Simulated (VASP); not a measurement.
# Br (Cmce) in VASP: notebook

Br is run at these levels: PBE; tasks: single point.

All numbers are computed with VASP 6.6.1; they aren't measurements. Logs are shortened: lines on timing, memory, paths and dates and some standing lists are left out, and cuts for length are marked.

### Step 1. The cell of the first run

The structure is orthorhombic, space group Cmce (No. 64). Conventional cell: a = 6.587 Å, b = 4.377 Å, c = 9.089 Å, α = 90.00°, β = 90.00°, γ = 90.00°. Br (site symmetry m) has 3 Br at 2.52 to 3.26 Å within 3.3 Å.

### Step 2. Single point, PBE (strained)

INCAR reads:

```
SYSTEM = Br
  PREC = Accurate
  ENCUT = 520
  EDIFF = 1E-6
  ISMEAR = 0
  SIGMA = 0.02
  LREAL = .False.
  LASPH = .True.
  NELM = 100
  ALGO = Normal
  ISIF = 2
  LWAVE = .False.
  LCHARG = .False.
  GGA = PE
  NBANDS = 22
```

KPOINTS reads:

```
Automatic mesh
0
Gamma
  8 8 4
  0 0 0
```

POSCAR reads:

```
Br
1.0
    3.2936460000     -2.1883456000      0.0000000000
    3.2936460000      2.1883456000      0.0000000000
    0.0000000000      0.0000000000      9.0885944000
Br
4
Direct
    0.1519993088      0.8480006912      0.1174321536
    0.6519993088      0.3480006912      0.3825678464
    0.8480006912      0.1519993088      0.8825678464
    0.3480006912      0.6519993088      0.6174321536
```

Potentials or basis: VASP PAW PBE potentials, release 64 (Br).

Command:

```console
> cat potpaw_PBE.64/Br/POTCAR > POTCAR
> mpirun -np 1 vasp_std > vasp.out
```

OUTCAR:

```text
SYSTEM = Br
   PREC = Accurate
   ENCUT = 520
   EDIFF = 1E-6
   ISMEAR = 0
   LREAL = .False.
   LASPH = .True.
   NELM = 100
   ISIF = 2
   GGA = PE

 ion  position               nearest neighbor table
   1  0.152  0.848  0.117-   3 2.52
   2  0.652  0.348  0.383-   4 2.52
   3  0.848  0.152  0.883-   1 2.52
   4  0.348  0.652  0.617-   2 2.52

  LATTYP: Found a base centered orthorhombic cell.
 ALAT       =     4.3766912000
 B/A-ratio  =     1.5050849372
 C/A-ratio  =     2.0765902790

  Lattice vectors:

 A1 = (  -3.2936460000,  -2.1883456000,   0.0000000000)
 A2 = (   3.2936460000,  -2.1883456000,   0.0000000000)
 A3 = (   0.0000000000,   0.0000000000,   9.0885944000)

Analysis of symmetry for initial positions (statically):
=====================================================================
 Subroutine PRICEL returns:
 Original cell was already a primitive cell.

 Routine SETGRP: Setting up the symmetry group for a
 base centered orthorhombic supercell.

 Subroutine GETGRP returns: Found  8 space group operations
 (whereof  4 operations were pure point group operations)
 out of a pool of  8 trial point group operations.

The static configuration has the point symmetry C_2h.
 The point group associated with its full space group is D_2h.

Analysis of symmetry for dynamics (positions and initial velocities):
=====================================================================
 Subroutine PRICEL returns:
 Original cell was already a primitive cell.

 Routine SETGRP: Setting up the symmetry group for a
 base centered orthorhombic supercell.

 Subroutine GETGRP returns: Found  8 space group operations
 (whereof  4 operations were pure point group operations)
 out of a pool of  8 trial point group operations.

The dynamic configuration has the point symmetry C_2h.
 The point group associated with its full space group is D_2h.

 Subroutine INISYM returns: Found  8 space group operations
 (whereof  4 operations are pure point group operations),
 and found     1 'primitive' translations

----------------------------------------------------------------------------------------

                                     Primitive cell

  volume of cell :     131.0146

  direct lattice vectors                    reciprocal lattice vectors
     3.293646000 -2.188345600  0.000000000     0.151807450 -0.228483106  0.000000000
[... 84 lines left out ...]
   ISPIN  =      1    spin polarized calculation?
   LNONCOLLINEAR =      F non collinear calculations
   LSORBIT =      F    spin-orbit coupling
   LASPH  =      T    aspherical Exc in radial PAW
   ENCUT  =  520.0 eV  38.22 Ry    6.18 a.u.   7.35  7.35 16.90*2*pi/ulx,y,z
   NELM   =    100;   NELMIN=  2; NELMDL= -5     # of ELM steps
   EDIFF  = 0.1E-05   stopping-criterion for ELM
   LREAL  =      F    real-space projection
   EDIFFG = 0.1E-04   stopping-criterion for IOM
   NSW    =      0    number of steps for IOM
   IBRION =     -1    ionic relax: 0-MD 1-quasi-New 2-CG
   NFREE  =      0    steps in history (QN), initial steepest desc. (CG)
   ISIF   =      2    stress and relaxation
   ISYM   =      2    0-nonsym 1-usesym 2-fastsym
   POTIM  = 0.5000    time-step for ionic-motion
   TEBEG  =    0.0;   TEEND  =   0.0 temperature during run
   PSTRESS=    0.0 pullay stress
   NELECT =      28.0000    total number of electrons
   NUPDOWN=      -1.0000    fix difference up-down
   EMIN   =  10.00;   EMAX   =-10.00  energy-range for DOS
   EFERMI =   0.00;   METHOD = LEGACY
   ISMEAR =     0;   SIGMA  =   0.02  broadening in eV -4-tet -1-fermi 0-gaus
   EFERMI_NEDOS =   21; number of points for ismear=-14 and -15
   IALGO  =     38    algorithm
   IMIX   =      4    mixing-type and parameters
     AMIX     =   0.40;   BMIX     =  1.00
     AMIX_MAG =   1.60;   BMIX_MAG =  1.00
  volume/ion in A,a.u.               =      32.75       221.03
  Fermi-wavevector in a.u.,A,eV,Ry     =   0.978786  1.849637 13.034676  0.958022
  Thomas-Fermi vector in A             =   2.109588
   LORBIT       =      0    0 simple, 1 ext, 2 COOP (PROOUT), +10 PAW based schemes
   GGA     = PE    functional components
   LHFCALC =     F    Hartree Fock is set to
   AEXX    =    0.0000 exact exchange contribution
   IVDW    =     0    specifies the selected vdW correction
   LEPSILON=     F    determine dielectric tensor
   LRPA    =     F    only Hartree local field effects (RPA)
 non-spin polarized calculation
 Gauss-broadening in eV      SIGMA  =   0.02
  energy-cutoff  :      520.00
  volume of cell :      131.01
 maximum number of plane-waves:      3557
 NGX is ok and might be reduce to    30
   NGX = 15   NGY = 15   NGZ = 33

 number of electron      28.0000002 magnetization

 Free energy of the ion-electron system (eV)
  ---------------------------------------------------
  ext. energy  EPLUGINS =         0.00000000
  ---------------------------------------------------
  free energy    TOTEN  =        -6.22700447 eV

  energy without entropy =       -6.22700447  energy(sigma->0) =       -6.22700447

 E-fermi :  -0.1151     XC(G=0):  -8.1233

 val. band max:       -0.2276998081   @ k =   0.0000   0.0000   0.0000
 cond. band min:       0.7147355280   @ k =   0.5000   0.5000   0.0000
 fundamental gap:      0.9424353360
 Fermi energy:        -0.1151022423

 k-point     1 :       0.0000    0.0000    0.0000
  band No.  band energies     occupation
      1     -15.4107      2.00000
      2     -14.9200      2.00000
      3     -13.7022      2.00000
      4     -12.8954      2.00000
      5      -4.6343      2.00000
      6      -3.4206      2.00000
[... 589 lines left out ...]
     21       9.2552      0.00000
     22       9.4530      0.00000

 [... further k-points ...]
[... 5 lines left out ...]
  --------------------------------------------------------------------------------------
  -------------------------------------------------------------------------------------
  Total        1.7094754     -1.9037807     -5.0541334      0.0000000     -0.0000000      0.0000000
  in kB       20.9051791    -23.2813390    -61.8070099      0.0000000     -0.0000000      0.0000000
  external PRESSURE =     -21.3943899 kB  Pullay stress =       0.0000000 kB

 VOLUME and BASIS-vectors are now :
 -----------------------------------------------------------------------------
  energy-cutoff  :      520.00
  volume of cell :      131.01
      direct lattice vectors                 reciprocal lattice vectors
     3.293646000 -2.188345600  0.000000000     0.151807450 -0.228483106  0.000000000
     3.293646000  2.188345600  0.000000000     0.151807450  0.228483106  0.000000000
     0.000000000  0.000000000  9.088594400     0.000000000  0.000000000  0.110028015

 POSITION                                       TOTAL-FORCE (eV/Angst)
 -----------------------------------------------------------------------------------
      3.29365      1.52309      1.06729         0.000000      0.576979     -0.598771
      3.29365     -0.66525      3.47700         0.000000      0.576979      0.598771
      3.29365     -1.52309      8.02130         0.000000     -0.576979      0.598771
      3.29365      0.66525      5.61159         0.000000     -0.576979     -0.598771
 -----------------------------------------------------------------------------------
    total drift:                                0.000000     -0.000000     -0.000000

  FREE ENERGIE OF THE ION-ELECTRON SYSTEM (eV)
  ---------------------------------------------------
  free  energy   TOTEN  =        -6.2270044676 eV

  energy  without entropy=       -6.2270044676  energy(sigma->0) =       -6.22700447
```

OSZICAR:

```text
N       E                     dE             d eps       ncg     rms          rms(c)
DAV:   1     0.173690910271E+03    0.17369E+03   -0.11457E+04  2772   0.106E+03
DAV:   2     0.642716089313E+01   -0.16726E+03   -0.16275E+03  4024   0.183E+02
DAV:   3    -0.649573987194E+01   -0.12923E+02   -0.12871E+02  3504   0.580E+01
DAV:   4    -0.662755475011E+01   -0.13181E+00   -0.13176E+00  3360   0.705E+00
DAV:   5    -0.662868892294E+01   -0.11342E-02   -0.11341E-02  3402   0.661E-01    0.841E+00
DAV:   6    -0.633410222927E+01    0.29459E+00   -0.20772E-01  3240   0.225E+00    0.543E+00
DAV:   7    -0.623268008778E+01    0.10142E+00   -0.42960E-01  3294   0.323E+00    0.602E-01
DAV:   8    -0.622695875794E+01    0.57213E-02   -0.41578E-02  3054   0.102E+00    0.200E-01
DAV:   9    -0.622697276288E+01   -0.14005E-04   -0.76109E-04  3384   0.171E-01    0.855E-02
DAV:  10    -0.622700485785E+01   -0.32095E-04   -0.12767E-04  3264   0.622E-02    0.395E-02
DAV:  11    -0.622700400131E+01    0.85653E-06   -0.17024E-05  3360   0.227E-02    0.827E-03
DAV:  12    -0.622700446761E+01   -0.46629E-06   -0.29019E-06  3168   0.871E-03
   1 F= -.62270045E+01 E0= -.62270045E+01  d E =-.783519E-18
```

Wall time 100 s (1 thread of Oxide Virtual Turin-like, shared host); peak memory 0.27 GiB.

Results:

```
Free energy            : -6.2270 eV
Pressure               : -2.1 GPa
Largest force          : 0.832 eV/Å
Band gap on the k mesh : 0.94 eV, indirect (least direct gap 1.01 eV)
```

Forces in eV/Å, atoms in the order of the input:
```
Br   0.000  0.577 -0.599
Br   0.000  0.577  0.599
Br   0.000 -0.577  0.599
Br   0.000 -0.577 -0.599
```

Caveat: the cell differs from its parent crystal (strained). A k mesh can miss the band edges.

(Part 1 of 3 ends here.)
